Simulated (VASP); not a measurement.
## NaTmI4: relaxation of cell and atoms with PBE

The system is NaTmI4.

```
Na Tm I
1.0
     3.74906    0.00000    0.00000
     0.00000    3.74906    0.00000
     0.00000    0.00000   16.28661
Na Tm I
1 1 4
Direct
  0.00000 0.00000 0.50000
  0.00000 0.00000 0.00000
  0.50000 0.50000 0.37375
  0.50000 0.50000 0.88825
  0.50000 0.50000 0.11175
  0.50000 0.50000 0.62625
```

The cell was generated, and may not be a known phase.

```yaml
Program: VASP 6.6.1
Task: relaxation of cell and atoms
Functional: PBE
Potentials_or_basis: VASP PAW PBE potentials, release 64 (Na_pv, Tm_3, I), 4f in core
Cutoff: 500 eV
k_mesh: 10 × 10 × 4
Occupations: gaussian, width 0.1 eV
Spin: no spin polarisation
Dipole_correction: no
Further_INCAR_settings: ALGO = Normal; EDIFF = 1e-07; IBRION = 2; EDIFFG = -0.01; NSW = 100; ISIF = 3
```

```
Relaxed volume                        : 38.46 Å³/atom
Relaxed cell                          : a = 3.755 Å, b = 3.755 Å, c = 16.369 Å, α = 90.00°, β = 90.00°, γ = 90.00°
Space group after relaxing (to 0.1 Å) : P4/mmm (No. 123)
Energy gained by relaxing             : 0.4 meV/atom
Ionic steps                           : 4
Pressure after relaxing               : 0.0 GPa
Largest force after relaxing          : 0.005 eV/Å
Band gap on the k mesh                : zero (bands 22 and 23 overlap by 0.64 eV)
```

Forces on the atoms (eV/Å):
```
Na   0.000  0.000  0.000
Tm   0.000  0.000  0.000
I    0.000  0.000  0.005
I    0.000  0.000  0.002
I    0.000  0.000 -0.002
I    0.000  0.000 -0.005
```

Step by step:
```
step  energy change (eV)  largest force (eV/Å)  pressure (GPa)  volume (Å³)
   1              0.0000                0.0990            0.23       228.92
   2             -0.0022                0.0085            0.00       230.75
   3             -0.0022                0.0051           -0.02       230.86
   4             -0.0022                0.0054            0.00       230.75
```

Final structure:
```
CELL_PARAMETERS angstrom
3.75455 0.00000 0.00000
0.00000 3.75455 0.00000
0.00000 0.00000 16.36943
ATOMIC_POSITIONS crystal
Na 0.00000 0.00000 0.50000
Tm 0.00000 0.00000 0.00000
I 0.50000 0.50000 0.37371
I 0.50000 0.50000 0.88792
I 0.50000 0.50000 0.11208
I 0.50000 0.50000 0.62629
```

Levels at points of the mesh, in eV from the Fermi level:
```tsv
k point	band 20	band 21	band 22	band 23	band 24	band 25
(0.00, 0.00, 0.00)	-0.12	-0.12	0.02	0.02	0.70	1.84
(0.50, 0.00, 0.00)	-0.97	-0.49	0.31	0.45	1.82	2.22
(0.50, 0.50, 0.00)	-2.28	-1.46	-0.43	-0.18	2.61	2.76
(0.00, 0.00, 0.50)	-0.12	-0.12	0.02	0.02	0.71	1.96
(0.50, 0.00, 0.50)	-1.01	-0.49	0.31	0.45	1.82	2.21
(0.50, 0.50, 0.50)	-2.31	-1.37	-0.50	-0.18	2.61	2.76
```

It took 16 min on 1 thread of Intel(R) Xeon(R) Platinum 8259CL CPU @ 2.50GHz (Skylake/Cascade Lake), on a shared host, peak memory 0.56 GiB.

Caveat: spin-orbit coupling is left out, which moves the levels of the heavy elements; the 4f electrons are frozen in the core, so they carry no moment and show no levels; the run has no spin polarisation, though such a crystal can be magnetic. Spin polarisation is off, so any magnetic state and its effect on volume and gap are missing.
